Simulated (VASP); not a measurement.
Set up this calculation in VASP 6.6.1, as the native input.

```yaml
Task: single point
Functional: PBEsol
Potentials_or_basis: VASP PAW PBE potentials, release 64 (Si, O)
Cutoff: 520 eV
k_mesh: 7 × 7 × 7
Occupations: fermi-dirac, width 0.03 eV
Spin: no spin polarisation
Dipole_correction: no
Further_INCAR_settings: ALGO = Normal; EDIFF = 1e-07; NBANDS = 25
```

The structure of SiO2 lies in POSCAR:

```
SiO2
1.0
   -2.3661099741      2.3661099741      3.7314781673
    2.3661099741     -2.3661099741      3.7314781673
    2.3661099741      2.3661099741     -3.7314781673
Si O
2 4
Direct
    0.0000000000      0.0000000000      0.0000000000
    0.7500000000      0.2500000000      0.5000000000
    0.9983800000      0.6250000000      0.8733800000
    0.3750000000      0.2483800000      0.3733800000
    0.7516200000      0.1250000000      0.1266200000
    0.8750000000      0.0016200000      0.6266200000
```

This cell differs from its parent crystal: volume scaled by 0.99.

One way to write it, as run:

INCAR

```
ALGO     = Normal         # electronic algorithm
EDIFF    = 1E-7           # SCF threshold, eV
ENCUT    = 520            # plane-wave cutoff, eV
GGA      = PS             # functional
ISIF     = 2              # what is computed and relaxed
ISMEAR   = -1             # smearing method
LASPH    = T              # aspherical terms in the spheres
LCHARG   = T              # write CHGCAR
LELF     = T              # ELF
LREAL    = F              # projectors in reciprocal space
LVHAR    = T            
LWAVE    = F              # write WAVECAR
NBANDS   = 25             # bands
NELM     = 60             # most SCF steps
PREC     = Accurate       # precision mode
SIGMA    = 0.03           # smearing width, eV
```

KPOINTS

```
k-points
0
Gamma
  7 7 7
```

Potentials or basis: VASP PAW PBE potentials, release 64 (Si, O).

Run with:

```bash
$ cat potpaw_PBE.64/Si/POTCAR potpaw_PBE.64/O/POTCAR > POTCAR
$ mpirun -np 1 vasp_std > vasp.out
```

Results of the run:

```
Pressure               : 3.4 GPa
Largest force          : 0.159 eV/Å
Band gap on the k mesh : 6.04 eV, direct
```

Caveat: the PAW data sets were made with another functional, which shifts forces and pressure a little.

Run time: 110 s on 1 thread of Intel(R) Xeon(R) Platinum 8488C (Sapphire Rapids), on a shared host, peak memory 0.25 GiB.
